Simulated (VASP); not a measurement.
# WS2: relaxation of cell and atoms with PBE

Crystal: WS2.

```xyz
12
Lattice="3.2531 0.0084 0.0273 0.0145 5.4763 0.0279 0.1261 0.0744 14.5436" Properties=species:S:1:pos:R:3 pbc="T T T"
W     0.0371    1.8492    3.7723
W     1.7039    4.4824    3.7952
W     1.6943    0.9448   10.9590
W     3.2629    3.6482   10.8472
S     0.1232    1.8816    9.2279
S     1.7580    4.6871    9.4145
S     1.6847    1.0655    2.0480
S     3.2607    3.7881    1.9826
S     0.0691    1.7438   12.4906
S     1.7964    4.6532   12.5640
S     1.6458    0.8955    5.2059
S     3.3262    3.7148    5.2863
```

```
Program                : VASP 6.6.1
Task                   : relaxation of cell and atoms
Functional             : PBE
Potentials or basis    : VASP PAW PBE potentials, release 64 (W_sv, S)
Cutoff                 : 500 eV
k mesh                 : 4 × 4 × 1
Occupations            : gaussian, width 0.1 eV
Spin                   : no spin polarisation
Dipole correction      : no
Further INCAR settings : ALGO = Normal; EDIFF = 1e-07; IBRION = 2; EDIFFG = -0.025; NSW = 80; ISIF = 3
```

```yaml
Relaxed_volume: 20.98 Å³/atom
Relaxed_cell: a = 3.186 Å, b = 5.521 Å, c = 14.322 Å, α = 88.19°, β = 89.48°, γ = 90.00°
Space_group_after_relaxing_to_0.1_Å: P-1 (No. 2)
Energy_gained_by_relaxing: 154.1 meV/atom
Ionic_steps: 16
Pressure_after_relaxing: 0.0 GPa
Largest_force_after_relaxing: 0.020 eV/Å
Band_gap_on_the_k_mesh: 1.74 eV
```

Forces in eV/Å, atoms in the order of the input:
```
W   -0.003  0.000  0.006
W   -0.005  0.003  0.003
W    0.005  0.005 -0.002
W    0.002 -0.013  0.009
S    0.003  0.002  0.010
S   -0.008 -0.007  0.005
S    0.003 -0.003  0.012
S    0.000  0.004  0.002
S    0.001  0.016 -0.005
S   -0.003 -0.002 -0.016
S    0.002  0.000 -0.020
S    0.003 -0.003 -0.006
```

Step by step:
| step | energy change (eV) | largest force (eV/Å) | pressure (GPa) | volume (Å³) |
| --- | --- | --- | --- | --- |
| 1 | 0.0000 | 5.1995 | -2.47 | 259.07 |
| 2 | -0.9640 | 4.9074 | 4.44 | 246.66 |
| 3 | -1.6191 | 1.5285 | 0.37 | 251.22 |
| 4 | -1.7851 | 0.7727 | -0.21 | 251.83 |
| 5 | -1.8008 | 0.5516 | -0.15 | 251.70 |
| 6 | -1.8394 | 0.2634 | 0.21 | 251.13 |
| 7 | -1.8409 | 0.2652 | 0.31 | 250.99 |
| 8 | -1.8450 | 0.1829 | -0.46 | 252.18 |
| 9 | -1.8470 | 0.1242 | -0.18 | 251.74 |
| 10 | -1.8484 | 0.0657 | 0.22 | 251.22 |
| 11 | -1.8485 | 0.0655 | 0.14 | 251.32 |
| 12 | -1.8492 | 0.0527 | -0.03 | 251.66 |
| 13 | -1.8492 | 0.0482 | -0.02 | 251.63 |
| 14 | -1.8495 | 0.0299 | 0.02 | 251.65 |
| 15 | -1.8495 | 0.0334 | 0.03 | 251.65 |
| 16 | -1.8497 | 0.0200 | 0.01 | 251.78 |

Final structure:
```yaml
crystal:
  lattice:
    - [3.18615, 0.00006, 0.01413]
    - [-0.00033, 5.51989, 0.08587]
    - [0.06627, 0.23022, 14.31991]
  atoms:
    - { symbol: W, position: [0.00210, 0.33734, 0.25112] }
    - { symbol: W, position: [0.50218, 0.83741, 0.25110] }
    - { symbol: W, position: [0.49771, 0.16256, 0.74888] }
    - { symbol: W, position: [0.99802, 0.66272, 0.74887] }
    - { symbol: S, position: [0.00212, 0.33809, 0.63914] }
    - { symbol: S, position: [0.50268, 0.83817, 0.63915] }
    - { symbol: S, position: [0.50650, 0.17999, 0.14136] }
    - { symbol: S, position: [0.00663, 0.67986, 0.14140] }
    - { symbol: S, position: [0.99325, 0.31986, 0.85859] }
    - { symbol: S, position: [0.49361, 0.82007, 0.85866] }
    - { symbol: S, position: [0.49758, 0.16193, 0.36091] }
    - { symbol: S, position: [0.99763, 0.66200, 0.36082] }
```

Levels at points of the mesh, in eV from the valence-band top:
| k point | band 49 | band 50 | band 51 | band 52 | band 53 | band 54 | band 55 | band 56 |
| --- | --- | --- | --- | --- | --- | --- | --- | --- |
| (0.00, 0.00, 0.00) | -1.17 | -1.15 | -0.53 | 0.00 | 2.60 | 2.61 | 2.62 | 2.63 |
| (0.50, 0.00, 0.00) | -0.84 | -0.84 | -0.83 | -0.82 | 2.06 | 2.06 | 2.30 | 2.31 |
| (0.00, 0.50, 0.00) | -1.12 | -1.12 | -1.06 | -1.06 | 1.85 | 1.85 | 2.28 | 2.29 |
| (0.50, 0.50, 0.00) | -1.18 | -1.18 | -1.16 | -1.15 | 2.60 | 2.60 | 2.61 | 2.61 |

It took 21 min on 1 thread of AMD EPYC 9R45 96-Core Processor (Zen 5), on a shared host, peak memory 0.35 GiB.

Caveat: the k points lie up to 0.49 Å⁻¹ apart in the final cell; spin-orbit coupling is left out, which moves the levels of the heavy elements; an odd mesh through Γ misses points on the zone boundary, where band edges can lie.
